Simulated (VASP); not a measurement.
AlCu: single point with PBEsol

The system is AlCu.

```xyz
2
Lattice="3.1129 0.0000 0.0000 0.0000 3.1129 0.0000 0.0000 0.0000 3.1129" Properties=species:S:1:pos:R:3 pbc="T T T"
Al    0.0000    0.0000    0.0000
Cu    1.5565    1.5565    1.5565
```

```
Program             : VASP 6.6.1
Task                : single point
Functional          : PBEsol
Potentials or basis : VASP PAW PBE potentials, release 64 (Al, Cu)
Cutoff              : 520 eV
k mesh              : 8 × 8 × 8
Occupations         : fermi-dirac, width 0.05 eV
Spin                : no spin polarisation
```

- Pressure: -13.5 GPa
- Band gap on the k mesh: zero (band 7 reaches 11.20 eV, above the bottom of band 8 at 6.81 eV)

Levels at points of the mesh, in eV from the Fermi level:
```
           k point  band 5  band 6  band 7  band 8  band 9  band 10
(0.00, 0.00, 0.00)   -3.24   -3.24    3.82    3.82    3.82     6.41
(0.50, 0.00, 0.00)   -3.61   -3.20   -2.63    7.40    7.94     7.94
(0.50, 0.50, 0.00)   -3.02   -3.02   -2.93   -0.56   -0.17     9.38
(0.50, 0.50, 0.50)   -2.91    1.24    1.24    1.24    1.34     2.23
```

Run time: 17 s on 1 thread of Intel Xeon 8259CL (shared host), peak memory 0.14 GiB.

Caveat: the PAW data sets were made with another functional, which shifts forces and pressure a little.
